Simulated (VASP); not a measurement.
# Mo (P6/mmm) in VASP: further runs

The runs below take Mo through single point, with LDA.

Program: VASP 6.6.1. These are calculated values, not measurements. Logs are shortened: lines on timing, memory, paths and dates and some standing lists are left out, and cuts for length are marked.

### Step 1. The cell of the first run

It takes space group P6/mmm (No. 191, hexagonal). Conventional cell: a = 2.694 Å, b = 2.694 Å, c = 2.517 Å, α = 90.00°, β = 90.00°, γ = 120.00°. Mo (site symmetry 6/mmm) has 8 Mo at 2.52 to 2.69 Å within 3.3 Å.

This isn't the form of Mo at room conditions, which is bcc.

### Step 2. Single point, LDA (strain -0.015 along x and y, -0.015 along z)

The input, INCAR:

```
SYSTEM = Mo
PREC = Accurate ; ENCUT = 520
EDIFF = 1E-6 ; ISMEAR = 0
SIGMA = 0.15 ; LREAL = .FALSE.
LASPH = .TRUE. ; NELM = 80
ALGO = Normal ; ISIF = 2
LWAVE = .FALSE. ; LCHARG = .FALSE.
NBANDS = 13
```

The input, KPOINTS:

```
regular mesh
0
G
  18 18 18
  0 0 0
```

The input, POSCAR:

```
Mo
1.0
    2.6944777412      0.0000000000      0.0000000000
   -1.3472388706      2.3334861739      0.0000000000
    0.0000000000      0.0000000000      2.5168529895
Mo
1
Direct
    0.0000000000      0.0000000000      0.5000000000
```

Potentials or basis: VASP PAW LDA potentials, release 64 (Mo_sv).

The run is started by

```sh
> cat potpaw_LDA.64/Mo_sv/POTCAR > POTCAR
> mpirun -np 1 vasp_std > vasp.out
```

OUTCAR:

```text
SYSTEM = Mo
   PREC = Accurate
   ENCUT = 520
   EDIFF = 1E-6
   ISMEAR = 0
   LREAL = .FALSE.
   LASPH = .TRUE.
   NELM = 80
   ISIF = 2

 ion  position               nearest neighbor table
   1  0.000  0.000  0.500-

  LATTYP: Found a hexagonal cell.
 ALAT       =     2.6944777412
 C/A-ratio  =     0.9340782264

  Lattice vectors:

 A1 = (   2.6944777412,   0.0000000000,   0.0000000000)
 A2 = (  -1.3472388706,   2.3334861739,   0.0000000000)
 A3 = (   0.0000000000,   0.0000000000,   2.5168529895)

Analysis of symmetry for initial positions (statically):
=====================================================================
 Subroutine PRICEL returns:
 Original cell was already a primitive cell.

 Routine SETGRP: Setting up the symmetry group for a
 hexagonal supercell.

 Subroutine GETGRP returns: Found 24 space group operations
 (whereof 24 operations were pure point group operations)
 out of a pool of 24 trial point group operations.

The static configuration has the point symmetry D_6h.

Analysis of symmetry for dynamics (positions and initial velocities):
=====================================================================
 Subroutine PRICEL returns:
 Original cell was already a primitive cell.

 Routine SETGRP: Setting up the symmetry group for a
 hexagonal supercell.

 Subroutine GETGRP returns: Found 24 space group operations
 (whereof 24 operations were pure point group operations)
 out of a pool of 24 trial point group operations.

The dynamic configuration has the point symmetry D_6h.

 Subroutine INISYM returns: Found 24 space group operations
 (whereof 24 operations are pure point group operations),
 and found     1 'primitive' translations

----------------------------------------------------------------------------------------

                                     Primitive cell

  volume of cell :      15.8248

  direct lattice vectors                    reciprocal lattice vectors
     2.694477741  0.000000000  0.000000000     0.371129434  0.214271679  0.000000000
    -1.347238871  2.333486174  0.000000000     0.000000000  0.428543358  0.000000000
     0.000000000  0.000000000  2.516852989     0.000000000  0.000000000  0.397321577

  length of vectors
     2.694477741  2.694477741  2.516852989     0.428543358  0.428543358  0.397321577

  position of ions in fractional coordinates (direct lattice)
     0.000000000  0.000000000  0.500000000

  ion indices of the primitive-cell ions
   primitive index   ion index
                 1           1

----------------------------------------------------------------------------------------

 KPOINTS: regular mesh

Automatic generation of k-mesh.
 Grid dimensions read from file:
 generate k-points for:   18   18   18

 Generating k-lattice:

  Cartesian coordinates                     Fractional coordinates (reciprocal lattice)
     0.020618302  0.011903982  0.000000000     0.055555556  0.000000000  0.000000000
     0.000000000  0.023807964  0.000000000     0.000000000  0.055555556  0.000000000
     0.000000000  0.000000000  0.022073421     0.000000000  0.000000000  0.055555556

  Length of vectors
     0.023807964  0.023807964  0.022073421

  Shift w.r.t. Gamma in fractional coordinates (k-lattice)
     0.000000000  0.000000000  0.000000000

 Subroutine IBZKPT returns following result:
 ===========================================

 Found    370 irreducible k-points:

 Following reciprocal coordinates:
            Coordinates               Weight
  0.000000  0.000000  0.000000      1.000000
  0.055556  0.000000  0.000000      6.000000
  0.111111  0.000000  0.000000      6.000000
  0.166667 -0.000000  0.000000      6.000000
  0.222222  0.000000  0.000000      6.000000
  0.277778  0.000000  0.000000      6.000000
[... 16 lines left out ...]
  0.333333  0.111111  0.000000     12.000000
  0.388889  0.111111  0.000000     12.000000
 [... further k-points ...]
   k-points           NKPTS =    370   k-points in BZ     NKDIM =    370   number of bands    NBANDS=     13
   number of dos      NEDOS =    301   number of ions     NIONS =      1
   total plane-waves  NPLWV =   8000
   dimension x,y,z NGX =    20 NGY =   20 NGZ =   20
   dimension x,y,z NGXF=    40 NGYF=   40 NGZF=   40
   ions per type =               1
   NGX,Y,Z   is equivalent  to a cutoff of  12.34, 12.34, 13.21 a.u.
   NGXF,Y,Z  is equivalent  to a cutoff of  24.68, 24.68, 26.42 a.u.
 SYSTEM =  Mo
   PREC   = accura    normal or accurate (medium, high low for compatibility)
   ISTART =      0    job   : 0-new  1-cont  2-samecut
   ICHARG =      2    charge: 1-file 2-atom 10-const
   ISPIN  =      1    spin polarized calculation?
   LNONCOLLINEAR =      F non collinear calculations
   LSORBIT =      F    spin-orbit coupling
   LASPH  =      T    aspherical Exc in radial PAW
   ENCUT  =  520.0 eV  38.22 Ry    6.18 a.u.   5.01  5.01  4.68*2*pi/ulx,y,z
   NELM   =     80;   NELMIN=  2; NELMDL= -5     # of ELM steps
   EDIFF  = 0.1E-05   stopping-criterion for ELM
   LREAL  =      F    real-space projection
   EDIFFG = 0.1E-04   stopping-criterion for IOM
   NSW    =      0    number of steps for IOM
   IBRION =     -1    ionic relax: 0-MD 1-quasi-New 2-CG
   NFREE  =      0    steps in history (QN), initial steepest desc. (CG)
   ISIF   =      2    stress and relaxation
   ISYM   =      2    0-nonsym 1-usesym 2-fastsym
   POTIM  = 0.5000    time-step for ionic-motion
   TEBEG  =    0.0;   TEEND  =   0.0 temperature during run
   PSTRESS=    0.0 pullay stress
   NELECT =      14.0000    total number of electrons
   NUPDOWN=      -1.0000    fix difference up-down
   EMIN   =  10.00;   EMAX   =-10.00  energy-range for DOS
   EFERMI =   0.00;   METHOD = LEGACY
   ISMEAR =     0;   SIGMA  =   0.15  broadening in eV -4-tet -1-fermi 0-gaus
   EFERMI_NEDOS =   21; number of points for ismear=-14 and -15
   IALGO  =     38    algorithm
   IMIX   =      4    mixing-type and parameters
     AMIX     =   0.40;   BMIX     =  1.00
     AMIX_MAG =   1.60;   BMIX_MAG =  1.00
  volume/ion in A,a.u.               =      15.82       106.79
  Fermi-wavevector in a.u.,A,eV,Ry     =   1.571586  2.969868 33.604813  2.469884
  Thomas-Fermi vector in A             =   2.673148
   LORBIT       =      0    0 simple, 1 ext, 2 COOP (PROOUT), +10 PAW based schemes
   GGA     = CA    functional components
   LHFCALC =     F    Hartree Fock is set to
   AEXX    =    0.0000 exact exchange contribution
   IVDW    =     0    specifies the selected vdW correction
   LEPSILON=     F    determine dielectric tensor
   LRPA    =     F    only Hartree local field effects (RPA)
 non-spin polarized calculation
 Gauss-broadening in eV      SIGMA  =   0.15
  energy-cutoff  :      520.00
  volume of cell :       15.82
 maximum number of plane-waves:       438
 NGX is ok and might be reduce to    20
   NGX =  9   NGY =  9   NGZ =  9

 number of electron      14.0000002 magnetization

 Free energy of the ion-electron system (eV)
  ---------------------------------------------------
  ext. energy  EPLUGINS =         0.00000000
  ---------------------------------------------------
  free energy    TOTEN  =       -11.23728659 eV

  energy without entropy =      -11.22743902  energy(sigma->0) =      -11.23236280

 E-fermi :  12.0930     XC(G=0): -13.4422

 val. band max:       12.0923054776   @ k =   0.0556   0.0000   0.4444
 cond. band min:      12.0939241699   @ k =   0.2778   0.0000   0.5000
 fundamental gap:      0.0016186923
 Fermi energy:        12.0929561991

 k-point     1 :       0.0000    0.0000    0.0000
  band No.  band energies     occupation
      1     -48.5881      2.00000
      2     -21.9299      2.00000
      3     -21.9299      2.00000
      4     -21.8580      2.00000
      5       5.2141      2.00000
      6       7.5641      2.00000
      7      11.1308      2.00000
      8      11.1308      2.00000
      9      16.5005      0.00000
     10      16.5005      0.00000
     11      25.1758      0.00000
     12      28.2403      0.00000
     13      33.1127      0.00000

 k-point     2 :       0.0556    0.0000    0.0000
  band No.  band energies     occupation
      1     -48.5800      2.00000
      2     -21.9820      2.00000
      3     -21.9414      2.00000
      4     -21.8525      2.00000
      5       5.3427      2.00000
      6       7.6203      2.00000
      7      10.9997      2.00000
      8      11.2497      2.00000
      9      16.3538      0.00000
     10      16.4769      0.00000
     11      25.4785      0.00000
     12      28.5018      0.00000
     13      32.4032      0.00000

 k-point     3 :       0.1111    0.0000    0.0000
  band No.  band energies     occupation
      1     -48.5567      2.00000
      2     -22.1305      2.00000
      3     -21.9745      2.00000
      4     -21.8368      2.00000
      5       5.7056      2.00000
      6       7.7845      2.00000
      7      10.6666      2.00000
      8      11.6016      2.00000
      9      15.9581      0.00000
     10      16.4095      0.00000
     11      26.3039      0.00000
     12      29.2319      0.00000
     13      30.9827      0.00000
[... 305 lines left out ...]
 k-point    23 :       0.3333    0.1111    0.0000
  band No.  band energies     occupation
      1     -48.3362      2.00000
      2     -23.3218      2.00000
      3     -22.3735      2.00000
      4     -21.6897      2.00000
      5       7.6329      2.00000
      6       8.6821      2.00000
      7      11.5973      2.00000
      8      13.4903      0.00000
      9      15.5727      0.00000
     10      16.5744      0.00000
     11      23.5244      0.00000
     12      25.8013      0.00000
     13      30.3609      0.00000

 k-point    24 :       0.3889    0.1111    0.0000
  band No.  band energies     occupation
      1     -48.3132      2.00000
      2     -23.4354      2.00000
      3     -22.4141      2.00000
      4     -21.6745      2.00000
      5       7.4808      2.00000
      6       8.8633      2.00000
      7      12.3095      0.04116
      8      13.2949      0.00000
      9      15.4901      0.00000
     10      17.3388      0.00000
     11      22.7642      0.00000
     12      25.0868      0.00000
     13      29.7996      0.00000

 [... further k-points ...]

------------------------ aborting loop because EDIFF is reached ----------------------------------------

  FORCE on cell =-STRESS in cart. coord.  units (eV):
  Direction    XX          YY          ZZ          XY          YZ          ZX
  --------------------------------------------------------------------------------------
  -------------------------------------------------------------------------------------
  Total        0.5982781      0.5982781     -0.2304624      0.0000000      0.0000000      0.0000000
  in kB       60.5725723     60.5725723    -23.3331258      0.0000000      0.0000000      0.0000000
  external PRESSURE =      32.6040063 kB  Pullay stress =       0.0000000 kB

 VOLUME and BASIS-vectors are now :
 -----------------------------------------------------------------------------
  energy-cutoff  :      520.00
  volume of cell :       15.82
      direct lattice vectors                 reciprocal lattice vectors
     2.694477741  0.000000000  0.000000000     0.371129434  0.214271679  0.000000000
    -1.347238871  2.333486174  0.000000000     0.000000000  0.428543358  0.000000000
     0.000000000  0.000000000  2.516852989     0.000000000  0.000000000  0.397321577

 POSITION                                       TOTAL-FORCE (eV/Angst)
 -----------------------------------------------------------------------------------
      0.00000      0.00000      1.25843         0.000000      0.000000      0.000000
 -----------------------------------------------------------------------------------
    total drift:                               -0.000000     -0.000000      0.000000

  FREE ENERGIE OF THE ION-ELECTRON SYSTEM (eV)
  ---------------------------------------------------
  free  energy   TOTEN  =       -11.2372865886 eV

  energy  without entropy=      -11.2274390154  energy(sigma->0) =      -11.23236280
```

Wall time 19 s (1 thread of AMD EPYC 9R45 (Zen 5), shared host); peak memory 0.14 GiB.

Results:

| Item | Value |
| --- | --- |
| Free energy | -11.2373 eV |
| Pressure | 3.3 GPa |
| Band gap on the k mesh | zero (bands 7 and 8 overlap by 1.98 eV) |

Caveat: the cell differs from its parent crystal (strain -0.015 along x and y, -0.015 along z); the cell stands under pressure.

### Step 3. Single point, LDA (strain -0.030 along x and y, +0.030 along z)

The input, INCAR:

```
ALGO = Normal
EDIFF = 1E-7
ENCUT = 520
ISIF = 2
ISMEAR = 0
LASPH = True
LCHARG = True
LELF = True
LREAL = False
LVHAR = True
LWAVE = False
NBANDS = 13
NELM = 80
PREC = Accurate
SIGMA = 0.15
```

The input, KPOINTS:

```
k-points
0
Gamma
  18 18 18
```

The input, POSCAR:

```
Mo
1.0
    2.6534450853      0.0000000000      0.0000000000
   -1.3267225426      2.2979508514      0.0000000000
    0.0000000000      0.0000000000      2.6318361210
Mo
1
Direct
    0.0000000000      0.0000000000      0.5000000000
```

Potentials or basis: VASP PAW LDA potentials, release 64 (Mo_sv).

The run is started by

```sh
> cat potpaw_LDA.64/Mo_sv/POTCAR > POTCAR
> mpirun -np 1 vasp_std > vasp.out
```

It took 21 s on 1 thread of AMD EPYC 9R45 (Zen 5), shared host; peak memory 0.15 GiB.

Results (log left out):

| Property | Result |
| --- | --- |
| Free energy | -11.1664 eV |
| Pressure | 1.3 GPa |
| Band gap on the k mesh | zero (bands 7 and 8 overlap by 1.85 eV) |

Stress tensor (GPa, compression positive):
```
 10.78   0.00   0.00
  0.00  10.78   0.00
  0.00   0.00 -17.60
```

Levels at points of the mesh, in eV from the Fermi level:
```tsv
k point	band 4	band 5	band 6	band 7	band 8	band 9	band 10	band 11
(0.00, 0.00, 0.00)	-34.07	-7.01	-4.55	-1.03	-1.03	3.99	3.99	13.32
(0.50, 0.00, 0.00)	-34.17	-5.36	-2.95	0.03	1.36	3.14	4.97	11.07
(0.00, 0.00, 0.50)	-33.95	-4.30	-0.47	-0.40	-0.40	1.32	1.32	8.97
(0.50, 0.00, 0.50)	-34.36	-5.63	-4.15	-0.12	5.22	5.83	6.16	7.46
```

Caveat: the cell differs from its parent crystal (strain -0.030 along x and y, +0.030 along z).

### Step 4. Single point, LDA (strain +0.000 along x and y, -0.030 along z)

The input, INCAR:

```
PREC = Accurate
ENCUT = 520
EDIFF = 1E-7
ISMEAR = 0
SIGMA = 0.15
LREAL = False
LASPH = True
NELM = 80
ALGO = Fast
ISIF = 2
LWAVE = False
LCHARG = True
LELF = True
LVHAR = True
NBANDS = 13
```

The input, KPOINTS:

```
Automatic mesh
0
Gamma
  18 18 18
```

The input, POSCAR:

```
Mo
1.0
    2.7355103972      0.0000000000      0.0000000000
   -1.3677551986      2.3690214963      0.0000000000
    0.0000000000      0.0000000000      2.4785252790
Mo
1
Direct
    0.0000000000      0.0000000000      0.5000000000
```

The run is started by

```sh
> cat potpaw_LDA.64/Mo_sv/POTCAR > POTCAR
> mpirun -np 1 vasp_std > vasp.out
```

It took 25 s on 1 thread of AMD EPYC 9R45 (Zen 5), shared host; peak memory 0.14 GiB.

The run converged. Its results:

```
Free energy            : -11.2463 eV
Pressure               : -0.4 GPa
Band gap on the k mesh : zero (bands 7 and 8 overlap by 2.06 eV)
```

Stress tensor (GPa, compression positive):
```
-0.86  0.00  0.00
 0.00 -0.86  0.00
 0.00  0.00  0.51
```

Levels at points of the mesh, in eV from the Fermi level:
```csv
k point,band 4,band 5,band 6,band 7,band 8,band 9,band 10,band 11
"(0.00, 0.00, 0.00)",-33.77,-6.78,-4.45,-0.94,-0.94,4.50,4.50,12.90
"(0.50, 0.00, 0.00)",-33.62,-4.99,-3.31,1.12,1.49,3.85,4.46,10.30
"(0.00, 0.00, 0.50)",-33.85,-3.49,0.05,0.05,0.45,0.54,0.54,11.33
"(0.50, 0.00, 0.50)",-34.16,-5.55,-3.23,-0.73,4.91,6.61,6.77,7.59
```

Caveat: the cell differs from its parent crystal (strain +0.000 along x and y, -0.030 along z).

### Step 5. Single point, LDA (strain -0.015 along x and y, +0.000 along z)

The input, INCAR:

```
PREC = Accurate ; ENCUT = 520
EDIFF = 1E-7 ; ISMEAR = 0
SIGMA = 0.15 ; LREAL = False
LASPH = True ; NELM = 80
ALGO = Fast ; ISIF = 2
LWAVE = False ; LCHARG = True
GGA = CA ; LELF = True
LVHAR = True ; NBANDS = 13
```

The input, KPOINTS:

```
regular mesh
0
Gamma
  18 18 18
```

The input, POSCAR:

```
Mo
1.0
    2.6944777412      0.0000000000      0.0000000000
   -1.3472388706      2.3334861739      0.0000000000
    0.0000000000      0.0000000000      2.5551807000
Mo
1
Direct
    0.0000000000      0.0000000000      0.5000000000
```

The run is started by

```sh
> cat potpaw_LDA.64/Mo_sv/POTCAR > POTCAR
> mpirun -np 1 vasp_std > vasp.out
```

Wall time 27 s (1 thread of AMD EPYC 9R45 (Zen 5), shared host); peak memory 0.15 GiB.

It converged, with:

```
Free energy            : -11.2290 eV
Pressure               : -0.2 GPa
Band gap on the k mesh : zero (bands 7 and 8 overlap by 1.86 eV)
```

Stress tensor (GPa, compression positive):
```
 4.12  0.00  0.00
 0.00  4.12  0.00
 0.00  0.00 -8.75
```

Levels at points of the mesh, in eV from the Fermi level:
```csv
k point,band 4,band 5,band 6,band 7,band 8,band 9,band 10,band 11
"(0.00, 0.00, 0.00)",-34.06,-6.87,-4.46,-0.95,-0.95,4.22,4.22,13.15
"(0.50, 0.00, 0.00)",-33.91,-5.14,-3.12,0.76,1.26,3.48,4.73,10.71
"(0.00, 0.00, 0.50)",-33.90,-3.89,-0.16,-0.16,0.00,0.96,0.96,10.13
"(0.50, 0.00, 0.50)",-34.25,-5.56,-3.67,-0.39,5.06,6.23,6.47,7.52
```

Caveat: the cell differs from its parent crystal (strain -0.015 along x and y, +0.000 along z).

### Step 6. Summary

| cell | gap on the mesh (eV) | pressure (GPa) |
| --- | --- | --- |
| a = 2.694, b = 2.694, c = 2.517 Å, angles 90.0, 90.0, 120.0°, 1 atom | none | 3.3 |
| a = 2.653, b = 2.653, c = 2.632 Å, angles 90.0, 90.0, 120.0°, 1 atom | none | 1.3 |
| a = 2.736, b = 2.736, c = 2.479 Å, angles 90.0, 90.0, 120.0°, 1 atom | none | -0.4 |
| a = 2.694, b = 2.694, c = 2.555 Å, angles 90.0, 90.0, 120.0°, 1 atom | none | -0.2 |

Alike in all rows: task single point; level LDA; potentials or basis VASP PAW LDA potentials, release 64 (Mo_sv); no spin polarisation; k mesh 18 × 18 × 18; cutoff (eV) 520; smearing gaussian 0.15 eV.

Caveats: the cell stands under pressure (at least some runs).

Absolute energies hang on the potentials; compare differences alone.
